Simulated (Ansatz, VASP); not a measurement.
# Si2Ni in VASP and in Ansatz

```xyz
3
Lattice="0.0000 2.7504 2.7504 2.7504 0.0000 2.7504 2.7504 2.7504 0.0000" Properties=species:S:1:pos:R:3 pbc="T T T"
Si    1.3752    1.3752    1.3752
Si    4.1256    4.1256    4.1256
Ni    0.0000    0.0000    0.0000
```

Alike in both runs: task single point; functional PBE; k mesh 14 × 14 × 14; occupations gaussian, width 0.1 eV; no spin polarisation.

```csv
,VASP,Ansatz
version,VASP 6.6.1,Ansatz 0.2.0
potentials or method,"VASP PAW PBE potentials, release 64 (Si, Ni), cutoff 520 eV","scalar-relativistic, plane waves, PAW"
valence electrons in the cell,18,26
```

```tsv
	VASP	Ansatz	Ansatz less VASP
gap on the k mesh at the Fermi level (eV)	none	none	-
pressure (GPa)	-4.1	-4.0	+0.02
```

A gap of «none» marks a metal or a gap that the smearing closes. The functional is the same, so the differences come from potentials, cutoffs and numerics. VASP's potentials hold 18 valence electrons a cell and Ansatz's 26, so a difference there can come from the potentials and not from the codes.
